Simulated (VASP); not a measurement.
## MgO (Periclase): single point with PBE

The system is MgO (Periclase), a slab with vacuum.

```
Mg O
1.0
     2.98187    0.00000    0.00000
    -1.49093    2.58237    0.00000
     0.00000    0.00000   18.08671
Mg O
3 3
Direct
  0.00000 0.00000 0.33174
  0.66667 0.33333 0.46635
  0.33333 0.66667 0.60096
  0.33333 0.66667 0.39904
  0.00000 0.00000 0.53365
  0.66667 0.33333 0.66826
```

- Program: VASP 6.6.1
- Task: single point
- Functional: PBE
- Potentials or basis: VASP PAW PBE potentials, release 64 (Mg, O)
- Cutoff: 520 eV
- k mesh: 5 × 5 × 1
- Occupations: methfessel-paxton, width 0.3 eV
- Spin: no spin polarisation
- Dipole correction: yes
- Further INCAR settings: ALGO = Normal; EDIFF = 1e-06; NBANDS = 21; NELMDL = -8

The largest force is 1.986 eV/Å and the band gap on the k mesh is zero (band 12 reaches -1.74 eV, above the bottom of band 13 at -2.24 eV).

Forces in eV/Å, atoms in the order of the input:
```
Mg   0.000  0.000  0.074
Mg   0.000  0.000  1.476
Mg   0.000  0.000  1.986
O    0.000  0.000 -0.984
O    0.000  0.000 -1.517
O    0.000  0.000 -1.036
```

Levels at points of the mesh, in eV from the Fermi level:
| k point | band 8 | band 9 | band 10 | band 11 | band 12 | band 13 | band 14 | band 15 | band 16 | band 17 |
| --- | --- | --- | --- | --- | --- | --- | --- | --- | --- | --- |
| (0.00, 0.00, 0.00) | -2.04 | -1.73 | -1.73 | -0.54 | 0.43 | 0.43 | 2.74 | 4.45 | 5.37 | 6.88 |

It took 31 s on 1 thread of Intel(R) Xeon(R) Platinum 8488C (Sapphire Rapids) (shared host), peak memory 0.26 GiB.

Caveat: the k points lie up to 0.49 Å⁻¹ apart.
